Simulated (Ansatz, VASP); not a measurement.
## One calculation of SnGe2, two programs

```
Sn Ge
1.0
     0.00000    2.47230    5.94565
     2.25462    0.00000    5.94565
     2.25462    2.47230    0.00000
Sn Ge
1 2
Cartesian
  0.0000 0.0000 0.0000
  2.2546 2.4723 8.1178
  2.2546 2.4723 3.7735
```

Alike in both runs: functional PBE; k mesh 6 × 6 × 6; occupations gaussian, width 0.1 eV; no spin polarisation.

Ansatz relaxed the structure, and its values are those at the end. VASP's run is a single point on that final structure, the one shown.

|  | VASP | Ansatz |
| --- | --- | --- |
| version | VASP 6.6.1 | Ansatz 0.2.0 |
| potentials or method | VASP PAW PBE potentials, release 64 (Sn_d, Ge_d), cutoff 520 eV | scalar-relativistic, plane waves, PAW |
| valence electrons in the cell | 42 | 42 |

```tsv
	VASP	Ansatz	Ansatz less VASP
gap on the k mesh at the Fermi level (eV)	none	none	-
pressure (GPa)	0.1	0.1	+0.01
rms of the force components (eV/Å)	0.007	0.009	+0.0018
```

A gap of «none» marks a metal or a gap that the smearing closes.
